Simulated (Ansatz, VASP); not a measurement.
## Two plane-wave programs on AlGa3N4

File INCAR:

```
  ALGO = Normal
  EDIFF = 1E-6
  ENCUT = 520
  GGA = CA
  ISIF = 2
  ISMEAR = 0
  LASPH = True
  LCHARG = False
  LREAL = False
  LWAVE = False
  NBANDS = 41
  NELM = 80
  PREC = Accurate
  SIGMA = 0.05
```

KPOINTS

```
k-points
0
Gamma
  6 6 6
```

File POSCAR:

```
AlGa3N4
1.0
    4.3824846439     -0.0515716627     -0.0515716627
   -0.0515716627      4.3824846439     -0.0515716627
   -0.0515716627     -0.0515716627      4.3824846439
Al Ga N
1 3 4
Direct
    0.0000000000      0.0000000000      0.0000000000
    0.5000000000      0.5000000000      0.0000000000
    0.5000000000      0.0000000000      0.5000000000
    0.0000000000      0.5000000000      0.5000000000
    0.7548078379      0.7548078379      0.2451921621
    0.7548078379      0.2451921621      0.7548078379
    0.2451921621      0.7548078379      0.7548078379
    0.2451921621      0.2451921621      0.2451921621
```

Input for Ansatz:

```yaml
crystal:
  lattice:
    - [4.3824846439, -0.0515716627, -0.0515716627]
    - [-0.0515716627, 4.3824846439, -0.0515716627]
    - [-0.0515716627, -0.0515716627, 4.3824846439]
  atoms:
    - { symbol: Al, position: [0.0, 0.0, 0.0] }
    - { symbol: Ga, position: [0.5, 0.5, 0.0] }
    - { symbol: Ga, position: [0.5, 0.0, 0.5] }
    - { symbol: Ga, position: [0.0, 0.5, 0.5] }
    - { symbol: "N", position: [0.7548078379, 0.7548078379, 0.2451921621] }
    - { symbol: "N", position: [0.7548078379, 0.2451921621, 0.7548078379] }
    - { symbol: "N", position: [0.2451921621, 0.7548078379, 0.7548078379] }
    - { symbol: "N", position: [0.2451921621, 0.2451921621, 0.2451921621] }
basis:
  ecutwfc: 520.0
kpoints:
  mp_grid: { grid: [6, 6, 6] }
hamiltonian:
  xc: lda
  pseudopotentials: { kind: paw, azcp: { folder: soft_1 } }
scf:
  occupations: { method: gaussian, width: 0.05 }
output:
  forces: true
  stress: true
  eigenvalues: true
```

Change from the starting cell: equal engineering shear yz, xz and xy -0.0233, equal normal strain along x, y and z -0.0100.

Alike in both runs: task single point; functional LDA; k mesh 6 × 6 × 6; occupations gaussian, width 0.05 eV; no spin polarisation.

|  | VASP | Ansatz |
| --- | --- | --- |
| version | VASP 6.6.1 | Ansatz 0.2.0 |
| potentials or method | VASP PAW LDA potentials, release 64 (Al, Ga_d, N), cutoff 520 eV | scalar-relativistic, plane waves, PAW |
| valence electrons in the cell | 62 | 62 |

```csv
,VASP,Ansatz,Ansatz less VASP
gap on the k mesh at the Fermi level (eV),2.66,2.65,-0.007
least direct gap on the mesh (eV),2.66,2.65,-0.007
pressure (GPa),8.2,7.1,-1.12
"traceless stress, the component that is largest in VASP (GPa)",5.79,5.70,-0.089
rms of the force components (eV/Å),0.311,0.300,-0.0110
```

Ansatz warns that its potentials were made for another functional, while VASP's fit it. LDA's correlation is that of Perdew and Zunger in VASP and of Perdew and Wang (1992) in Ansatz. Atom by atom the forces differ by 0.017 eV/Å (rms over components).
